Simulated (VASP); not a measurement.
Write the native input for VASP 6.6.1 that does the following.

* Task: single point
* Functional: PBE
* Potentials or basis: VASP PAW PBE potentials, release 64 (Be, S)
* Cutoff: 520 eV
* k mesh: 8 × 8 × 8
* Occupations: gaussian, width 0.02 eV
* Spin: no spin polarisation
* Dipole correction: no
* Further INCAR settings: ALGO = Normal; EDIFF = 1e-06; NBANDS = 11

The structure of BeS lies in POSCAR:

```
BeS
1.0
    0.0000000000      2.4620582475      2.4620582475
    2.4620582475      0.0000000000      2.4620582475
    2.4620582475      2.4620582475      0.0000000000
Be S
1 1
Direct
    0.0000000000      0.0000000000      0.0000000000
    0.2500000000      0.2500000000      0.2500000000
```

This cell differs from its parent crystal: volume scaled by 1.03.

The input as run:

INCAR

```
SYSTEM = BeS
PREC = Accurate
ENCUT = 520
EDIFF = 1E-6
ISMEAR = 0
SIGMA = 0.02
LREAL = .False.
LASPH = .True.
NELM = 60
ALGO = Normal
ISIF = 2
LWAVE = .False.
LCHARG = .True.
GGA = PE
LELF = .True.
LVHAR = .True.
NBANDS = 11
```

KPOINTS

```
Automatic mesh
0
Gamma
  8 8 8
  0 0 0
```

Potentials or basis: VASP PAW PBE potentials, release 64 (Be, S).

The run is started by

```console
$ cat potpaw_PBE.64/Be/POTCAR potpaw_PBE.64/S/POTCAR > POTCAR
$ mpirun -np 1 vasp_std > vasp.out
```

It gave:

* Pressure: -2.6 GPa
* Band gap on the k mesh: 3.21 eV, indirect (least direct gap 5.51 eV)

Run time: 11 s on 1 thread of Intel(R) Xeon(R) Platinum 8259CL CPU @ 2.50GHz (Skylake/Cascade Lake), on a shared host, peak memory 0.15 GiB.
